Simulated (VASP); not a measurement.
Set up this calculation in VASP 6.6.1, as the native input.

```
Task                   : single point
Functional             : LDA
Potentials or basis    : VASP PAW LDA potentials, release 64 (Al, N)
Cutoff                 : 520 eV
k mesh                 : 9 × 9 × 6
Occupations            : gaussian, width 0.05 eV
Spin                   : no spin polarisation
Dipole correction      : no
Further INCAR settings : ALGO = Normal; EDIFF = 1e-07; NBANDS = 16
```

The structure of AlN lies in POSCAR:

```
AlN
1.0
    3.0887424016      0.0000000000      0.0000000000
   -1.5443712008      2.6749293856      0.0000000000
    0.0000000000      0.0000000000      4.9437688231
Al N
2 2
Direct
    0.3157660382      0.6538065141      0.0015212672
    0.6842339618      0.3461934859      0.5015212672
    0.3490091972      0.6781421955      0.3834787328
    0.6509908028      0.3218578045      0.8834787328
```

This cell differs from its parent crystal: mode 4 frozen in at -0.034 Å and mode 5 at -0.034 Å (largest displacements).

One way to write it, as run:

INCAR

```
ALGO = Normal
EDIFF = 1E-7
ENCUT = 520
GGA = CA
ISIF = 2
ISMEAR = 0
LASPH = True
LCHARG = False
LREAL = False
LWAVE = False
NBANDS = 16
NELM = 80
PREC = Accurate
SIGMA = 0.05
```

KPOINTS

```
k-points
0
Gamma
  9 9 6
```

Potentials or basis: VASP PAW LDA potentials, release 64 (Al, N).

The run is started by

```bash
$ cat potpaw_LDA.64/Al/POTCAR potpaw_LDA.64/N/POTCAR > POTCAR
$ mpirun -np 1 vasp_std > vasp.out
```

Results of the run:

- Pressure: 0.5 GPa
- Largest force: 0.286 eV/Å
- Band gap on the k mesh: 4.39 eV, direct

Caveat: the cell differs from its parent crystal (mode 4 frozen in at -0.034 Å and mode 5 at -0.034 Å (largest displacements)).

It took 49 s on 1 thread of Intel Xeon 6975P-C, on a shared host, peak memory 0.2 GiB.
